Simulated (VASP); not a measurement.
# Si2As (P4/mbm) in VASP: a series of runs

Si2As is run at these levels: PBE; tasks: single point, relaxation of cell and atoms.

Program: VASP 6.6.1. These are calculated values, not measurements. Logs are shortened: lines on timing, memory, paths and dates and some standing lists are left out, and cuts for length are marked.

## (1) The cell of the first run

Symmetry: P4/mbm, No. 127, tetragonal system. The conventional cell has a = 6.007 Å, b = 6.007 Å, c = 2.381 Å, α = 90.00°, β = 90.00°, γ = 90.00°. Si (site symmetry m2m) has 3 Si at 2.32 to 2.38 Å and 2 As at 2.33 Å within 3.1 Å. As (site symmetry 4/m) has 4 Si at 2.33 Å and 2 As at 2.38 Å within 3.1 Å.

## (2) Single point, PBE

Contents of INCAR:

```
SYSTEM = Si2As
ALGO = Normal
EDIFF = 1E-7
ENCUT = 520
GGA = PE
ISIF = 2
ISMEAR = 0
LASPH = .TRUE.
LCHARG = .FALSE.
LREAL = .FALSE.
LWAVE = .FALSE.
NBANDS = 22
NELM = 60
PREC = Accurate
SIGMA = 0.1
```

Contents of KPOINTS:

```
k-points
0
G
  4 4 8
  0 0 0
```

Contents of POSCAR:

```
Si2As
1.0
    6.0065016100      0.0000000000      0.0000000000
    0.0000000000      6.0065016100      0.0000000000
    0.0000000000      0.0000000000      2.3805473500
Si As
4 2
Direct
    0.8631799800      0.6368200200      0.0000000000
    0.1368200200      0.3631799800      0.0000000000
    0.6368200200      0.1368200200      0.0000000000
    0.3631799800      0.8631799800      0.0000000000
    0.5000000000      0.5000000000      0.0000000000
    0.0000000000      0.0000000000      0.0000000000
```

Potentials or basis: VASP PAW PBE potentials, release 64 (Si, As).

On the command line:

```
> cat potpaw_PBE.64/Si/POTCAR potpaw_PBE.64/As/POTCAR > POTCAR
> mpirun -np 1 vasp_std > vasp.out
```

OUTCAR:

```text
SYSTEM = Si2As
   EDIFF = 1E-7
   ENCUT = 520
   GGA = PE
   ISIF = 2
   ISMEAR = 0
   LASPH = .TRUE.
   LREAL = .FALSE.
   NELM = 60
   PREC = Accurate

 ion  position               nearest neighbor table
   1  0.863  0.637  0.000-   2 2.32   5 2.33   6 2.33
   2  0.137  0.363  0.000-   1 2.32   5 2.33   6 2.33
   3  0.637  0.137  0.000-   4 2.32   5 2.33   6 2.33
   4  0.363  0.863  0.000-   3 2.32   5 2.33   6 2.33
   5  0.500  0.500  0.000-   1 2.33   2 2.33   3 2.33   4 2.33
   6  0.000  0.000  0.000-   1 2.33   2 2.33   3 2.33   4 2.33

  LATTYP: Found a simple tetragonal cell.
 ALAT       =     6.0065016100
 C/A-ratio  =     0.3963284295

  Lattice vectors:

 A1 = (   6.0065016100,   0.0000000000,   0.0000000000)
 A2 = (   0.0000000000,   6.0065016100,   0.0000000000)
 A3 = (   0.0000000000,   0.0000000000,   2.3805473500)

Analysis of symmetry for initial positions (statically):
=====================================================================
 Subroutine PRICEL returns:
 Original cell was already a primitive cell.

 Routine SETGRP: Setting up the symmetry group for a
 simple tetragonal supercell.

 Subroutine GETGRP returns: Found 16 space group operations
 (whereof  8 operations were pure point group operations)
 out of a pool of 16 trial point group operations.

The static configuration has the point symmetry C_4h.
 The point group associated with its full space group is D_4h.

Analysis of symmetry for dynamics (positions and initial velocities):
=====================================================================
 Subroutine PRICEL returns:
 Original cell was already a primitive cell.

 Routine SETGRP: Setting up the symmetry group for a
 simple tetragonal supercell.

 Subroutine GETGRP returns: Found 16 space group operations
 (whereof  8 operations were pure point group operations)
 out of a pool of 16 trial point group operations.

The dynamic configuration has the point symmetry C_4h.
 The point group associated with its full space group is D_4h.

 Subroutine INISYM returns: Found 16 space group operations
 (whereof  8 operations are pure point group operations),
 and found     1 'primitive' translations

----------------------------------------------------------------------------------------

[... 95 lines left out ...]
   LNONCOLLINEAR =      F non collinear calculations
   LSORBIT =      F    spin-orbit coupling
   LASPH  =      T    aspherical Exc in radial PAW
   ENCUT  =  520.0 eV  38.22 Ry    6.18 a.u.  11.17 11.17  4.43*2*pi/ulx,y,z
   NELM   =     60;   NELMIN=  2; NELMDL= -5     # of ELM steps
   EDIFF  = 0.1E-06   stopping-criterion for ELM
   LREAL  =      F    real-space projection
   EDIFFG = 0.1E-05   stopping-criterion for IOM
   NSW    =      0    number of steps for IOM
   IBRION =     -1    ionic relax: 0-MD 1-quasi-New 2-CG
   NFREE  =      0    steps in history (QN), initial steepest desc. (CG)
   ISIF   =      2    stress and relaxation
   ISYM   =      2    0-nonsym 1-usesym 2-fastsym
   POTIM  = 0.5000    time-step for ionic-motion
   TEBEG  =    0.0;   TEEND  =   0.0 temperature during run
   PSTRESS=    0.0 pullay stress
   NELECT =      26.0000    total number of electrons
   NUPDOWN=      -1.0000    fix difference up-down
   EMIN   =  10.00;   EMAX   =-10.00  energy-range for DOS
   EFERMI =   0.00;   METHOD = LEGACY
   ISMEAR =     0;   SIGMA  =   0.10  broadening in eV -4-tet -1-fermi 0-gaus
   EFERMI_NEDOS =   21; number of points for ismear=-14 and -15
   IALGO  =     38    algorithm
   IMIX   =      4    mixing-type and parameters
     AMIX     =   0.40;   BMIX     =  1.00
     AMIX_MAG =   1.60;   BMIX_MAG =  1.00
  volume/ion in A,a.u.               =      14.31        96.60
  Fermi-wavevector in a.u.,A,eV,Ry     =   1.099240  2.077263 16.440315  1.208329
  Thomas-Fermi vector in A             =   2.235631
   LORBIT       =      0    0 simple, 1 ext, 2 COOP (PROOUT), +10 PAW based schemes
   GGA     = PE    functional components
   LHFCALC =     F    Hartree Fock is set to
   AEXX    =    0.0000 exact exchange contribution
   IVDW    =     0    specifies the selected vdW correction
   LEPSILON=     F    determine dielectric tensor
   LRPA    =     F    only Hartree local field effects (RPA)
 non-spin polarized calculation
 Gauss-broadening in eV      SIGMA  =   0.10
  energy-cutoff  :      520.00
  volume of cell :       85.89
 maximum number of plane-waves:      2346
 NGX is ok and might be reduce to    48
   NGX = 23   NGY = 23   NGZ =  9

 number of electron      26.0000001 magnetization

 Free energy of the ion-electron system (eV)
  ---------------------------------------------------
  ext. energy  EPLUGINS =         0.00000000
  ---------------------------------------------------
  free energy    TOTEN  =       -26.48008460 eV

  energy without entropy =      -26.46539973  energy(sigma->0) =      -26.47274216

 E-fermi :  10.0011     XC(G=0): -11.3098

 val. band max:        9.9660110853   @ k =   0.5000   0.2500   0.2500
 cond. band min:      10.0819984449   @ k =   0.2500   0.0000   0.2500
 fundamental gap:      0.1159873596
 Fermi energy:        10.0010855559

 k-point     1 :       0.0000    0.0000    0.0000
  band No.  band energies     occupation
      1      -6.5877      2.00000
      2      -5.0437      2.00000
      3      -1.0111      2.00000
      4      -1.0111      2.00000
      5      -0.9599      2.00000
      6       0.6548      2.00000
[... 589 lines left out ...]
     21      15.1052      0.00000
     22      15.1052      0.00000

 [... further k-points ...]
[... 5 lines left out ...]
  --------------------------------------------------------------------------------------
  -------------------------------------------------------------------------------------
  Total       19.4476994     19.4476994     23.6978281      0.0000000      0.0000000      0.0000000
  in kB      362.7929143    362.7929143    442.0782080      0.0000000      0.0000000      0.0000000
  external PRESSURE =     389.2213455 kB  Pullay stress =       0.0000000 kB

 VOLUME and BASIS-vectors are now :
 -----------------------------------------------------------------------------
  energy-cutoff  :      520.00
  volume of cell :       85.89
      direct lattice vectors                 reciprocal lattice vectors
     6.006501610  0.000000000  0.000000000     0.166486262  0.000000000  0.000000000
     0.000000000  6.006501610  0.000000000     0.000000000  0.166486262  0.000000000
     0.000000000  0.000000000  2.380547350     0.000000000  0.000000000  0.420071460

 POSITION                                       TOTAL-FORCE (eV/Angst)
 -----------------------------------------------------------------------------------
      5.18469      3.82506      0.00000         0.582271     -0.582271      0.000000
      0.82181      2.18144      0.00000        -0.582271      0.582271     -0.000000
      3.82506      0.82181      0.00000        -0.582271     -0.582271     -0.000000
      2.18144      5.18469      0.00000         0.582271      0.582271      0.000000
      3.00325      3.00325      0.00000         0.000000      0.000000      0.000000
      0.00000      0.00000      0.00000         0.000000      0.000000      0.000000
 -----------------------------------------------------------------------------------
    total drift:                               -0.000000     -0.000000      0.000000

  FREE ENERGIE OF THE ION-ELECTRON SYSTEM (eV)
  ---------------------------------------------------
  free  energy   TOTEN  =       -26.4800845971 eV

  energy  without entropy=      -26.4653997282  energy(sigma->0) =      -26.47274216
```

stdout:

```text
POSCAR found type information on POSCAR SiAs
 POSCAR found :  2 types and       6 ions
 scaLAPACK will be used
 LDA part: xc-table for (Slater+PW92), standard interpolation
 POSCAR, INCAR and KPOINTS ok, starting setup
 FFT: planning ... GRIDC
 FFT: planning ... GRID_SOFT
 FFT: planning ... GRID
 WAVECAR not read
 entering main loop
```

Wall time 68 s (1 thread of Intel Xeon 8259CL, shared host); peak memory 0.21 GiB.

What came out:

```yaml
Free_energy: -26.4801 eV
Pressure: 38.9 GPa
Largest_force: 0.823 eV/Å
Band_gap_on_the_k_mesh: zero (band 13 reaches 12.23 eV, above the bottom of band 14 at 6.98 eV)
```

Forces in eV/Å, atoms in the order of the input:
```
Si   0.582 -0.582  0.000
Si  -0.582  0.582  0.000
Si  -0.582 -0.582  0.000
Si   0.582  0.582  0.000
As   0.000  0.000  0.000
As   0.000  0.000  0.000
```

Levels at points of the mesh, in eV from the Fermi level:
```csv
k point,band 10,band 11,band 12,band 13,band 14,band 15,band 16,band 17
"(0.00, 0.00, 0.00)",-0.38,0.11,0.39,0.39,3.36,3.36,3.36,4.59
"(0.50, 0.00, 0.00)",-3.50,-1.75,-1.75,1.77,1.77,2.17,2.17,6.93
"(0.50, 0.50, 0.00)",-5.47,-2.61,-2.61,2.15,2.15,2.53,2.53,8.61
"(0.00, 0.00, 0.50)",-3.81,-3.46,-3.37,-3.37,-3.02,-0.14,1.85,1.85
"(0.50, 0.00, 0.50)",-4.66,-2.88,-2.88,-1.81,-1.81,1.89,1.89,2.34
"(0.50, 0.50, 0.50)",-2.81,-1.53,-1.53,-1.06,-1.06,0.10,0.10,2.27
```

## (3) Single point, PBE

This run uses another cell than the first one, of 18.72 Å³/atom, 1.307 times its volume.

Contents of INCAR:

```
SYSTEM = Si2As
PREC = Accurate
ENCUT = 520
EDIFF = 1E-7
ISMEAR = 0
SIGMA = 0.1
LREAL = .FALSE.
LASPH = .TRUE.
NELM = 60
ALGO = Normal
ISIF = 2
LWAVE = .FALSE.
LCHARG = .FALSE.
GGA = PE
NBANDS = 22
```

Contents of KPOINTS:

```
Automatic mesh
0
G
  6 6 14
  0 0 0
```

Contents of POSCAR:

```
Si2As
1.0
    6.6506119741      0.0000000000      0.0000000000
    0.0000000000      6.6506119741      0.0000000000
    0.0000000000      0.0000000000      2.5387791210
Si As
4 2
Direct
    0.8720078907      0.6279921093      0.0000000000
    0.1279921093      0.3720078907      0.0000000000
    0.6279921093      0.1279921093      0.0000000000
    0.3720078907      0.8720078907      0.0000000000
    0.5000000000      0.5000000000      0.0000000000
    0.0000000000      0.0000000000      0.0000000000
```

Potentials or basis: VASP PAW PBE potentials, release 64 (Si, As).

On the command line:

```
> cat potpaw_PBE.64/Si/POTCAR potpaw_PBE.64/As/POTCAR > POTCAR
> mpirun -np 1 vasp_std > vasp.out
```

Wall time 3.9 min (1 thread of Intel Xeon 8259CL, shared host); peak memory 0.32 GiB.

Results (log left out):

```
Free energy            : -29.0471 eV
Pressure               : 0.1 GPa
Largest force          : 0.009 eV/Å
Band gap on the k mesh : zero (band 13 reaches 8.39 eV, above the bottom of band 14 at 4.37 eV)
```

Forces on the atoms (eV/Å):
```
Si   0.006 -0.006  0.000
Si  -0.006  0.006  0.000
Si  -0.006 -0.006  0.000
Si   0.006  0.006  0.000
As   0.000  0.000  0.000
As   0.000  0.000  0.000
```

Levels at points of the mesh, in eV from the Fermi level:
```
           k point  band 11  band 12  band 13  band 14  band 15  band 16
(0.00, 0.00, 0.00)    -0.47    -0.47     0.01     1.73     2.42     2.42
(0.50, 0.00, 0.00)    -1.61    -1.61     1.18     1.18     1.80     1.80
(0.50, 0.50, 0.00)    -2.20    -2.20     1.31     1.31     2.22     2.22
(0.00, 0.00, 0.50)    -2.89    -2.89    -2.50    -2.50     0.02     2.63
(0.50, 0.00, 0.50)    -2.31    -2.31    -1.70    -1.70     0.71     0.71
(0.50, 0.50, 0.50)    -1.62    -1.62    -1.47    -1.47    -1.31    -1.31
```

## (4) Relaxation of cell and atoms, PBE

This run uses another cell than the first one, of 18.60 Å³/atom, 1.299 times its volume.

Contents of INCAR:

```
PREC = Accurate ; ENCUT = 600
EDIFF = 1E-6 ; ISMEAR = 0
SIGMA = 0.1 ; LREAL = False
LASPH = True ; NELM = 80
ALGO = Normal ; ISIF = 3
LWAVE = False ; LCHARG = False
GGA = PE ; IBRION = 2
NSW = 100 ; EDIFFG = -0.01
```

Contents of KPOINTS:

```
regular mesh
0
Gamma
  6 6 14
```

Contents of POSCAR:

```
Si2As
1.0
    6.5499587961      0.0000000000      0.0000000000
    0.0000000000      6.5499587961      0.0000000000
    0.0000000000      0.0000000000      2.6009821713
Si As
4 2
Direct
    0.8699595306      0.6300404694      0.0000000000
    0.1300404694      0.3699595306      0.0000000000
    0.6300404694      0.1300404694      0.0000000000
    0.3699595306      0.8699595306      0.0000000000
    0.5000000000      0.5000000000      0.0000000000
    0.0000000000      0.0000000000      0.0000000000
```

On the command line:

```
> cat potpaw_PBE.64/Si/POTCAR potpaw_PBE.64/As/POTCAR > POTCAR
> mpirun -np 1 vasp_std > vasp.out
```

Wall time 14 min (1 thread of Intel Xeon 8259CL, shared host); peak memory 0.38 GiB.

It converged, with:

```
Free energy                            : -29.0475 eV
Relaxed volume                         : 18.75 Å³/atom
Relaxed cell                           : a = 6.654 Å, b = 6.654 Å, c = 2.540 Å, α = 90.00°, β = 90.00°, γ = 90.00°
Space group after relaxing (to 0.05 Å) : P4/mbm (No. 127)
Energy gained by relaxing              : 8.5 meV/atom
Ionic steps                            : 8
Pressure after relaxing                : 0.0 GPa
Largest force after relaxing           : 0.004 eV/Å
Band gap on the k mesh                 : zero (band 13 reaches 8.37 eV, above the bottom of band 14 at 4.36 eV)
```

Forces in eV/Å, atoms in the order of the input:
```
Si  -0.003  0.003  0.000
Si   0.003 -0.003  0.000
Si   0.003  0.003  0.000
Si  -0.003 -0.003  0.000
As   0.000  0.000  0.000
As   0.000  0.000  0.000
```

The path:
```tsv
step	energy change (eV)	largest force (eV/Å)	pressure (GPa)	volume (Å³)
1	0.0000	0.1762	0.15	111.59
2	-0.0444	0.1125	0.22	111.85
3	-0.0480	0.0839	0.38	111.98
4	-0.0491	0.0964	0.31	111.93
5	-0.0491	0.0944	0.32	111.94
6	-0.0509	0.0349	-0.11	112.61
7	-0.0510	0.0294	-0.15	112.68
8	-0.0512	0.0040	0.01	112.47
```

Final structure:
```cif
data_structure
_symmetry_space_group_name_H-M 'P 1'
_symmetry_Int_Tables_number 1
_cell_length_a 6.6541
_cell_length_b 6.6541
_cell_length_c 2.5402
_cell_angle_alpha 90.000
_cell_angle_beta 90.000
_cell_angle_gamma 90.000
_cell_volume 112.47
loop_
_atom_site_label
_atom_site_type_symbol
_atom_site_fract_x
_atom_site_fract_y
_atom_site_fract_z
_atom_site_occupancy
Si1 Si 0.87213 0.62787 0.00000 1
Si2 Si 0.12787 0.37213 0.00000 1
Si3 Si 0.62787 0.12787 0.00000 1
Si4 Si 0.37213 0.87213 0.00000 1
As1 As 0.50000 0.50000 0.00000 1
As2 As 0.00000 0.00000 0.00000 1
```

Levels at points of the mesh, in eV from the Fermi level:
| k point | band 9 | band 10 | band 11 | band 12 | band 13 | band 14 | band 15 | band 16 | band 17 |
| --- | --- | --- | --- | --- | --- | --- | --- | --- | --- |
| (0.00, 0.00, 0.00) | -3.97 | -1.27 | -0.47 | -0.47 | 0.01 | 1.72 | 2.41 | 2.41 | 3.86 |
| (0.50, 0.00, 0.00) | -3.55 | -3.55 | -1.61 | -1.61 | 1.18 | 1.18 | 1.81 | 1.81 | 5.11 |
| (0.50, 0.50, 0.00) | -4.81 | -4.81 | -2.20 | -2.20 | 1.32 | 1.32 | 2.23 | 2.23 | 6.46 |
| (0.00, 0.00, 0.50) | -4.18 | -3.11 | -2.88 | -2.88 | -2.49 | -2.49 | 0.02 | 2.64 | 2.64 |
| (0.50, 0.00, 0.50) | -4.09 | -4.09 | -2.31 | -2.31 | -1.70 | -1.70 | 0.70 | 0.70 | 2.45 |
| (0.50, 0.50, 0.50) | -1.97 | -1.97 | -1.61 | -1.61 | -1.47 | -1.47 | -1.31 | -1.31 | 1.79 |

## (5) Summary

```csv
task,cell,k mesh,cutoff (eV),gap on the mesh (eV),pressure (GPa),largest force (eV/Å)
single point,"a = 6.007, b = 6.007, c = 2.381 Å, 6 atoms",4 × 4 × 8,520,none,38.9,0.82
single point,"a = 6.651, b = 6.651, c = 2.539 Å, 6 atoms",6 × 6 × 14,520,none,0.1,0.01
relaxation of cell and atoms,"relaxed from a = 6.550, b = 6.550, c = 2.601 Å, 6 atoms",6 × 6 × 14,600,none,0.0,-
```

Alike in all rows: level PBE; potentials or basis VASP PAW PBE potentials, release 64 (Si, As); no spin polarisation; smearing gaussian 0.1 eV.

Absolute energies hang on the potentials; compare differences alone.
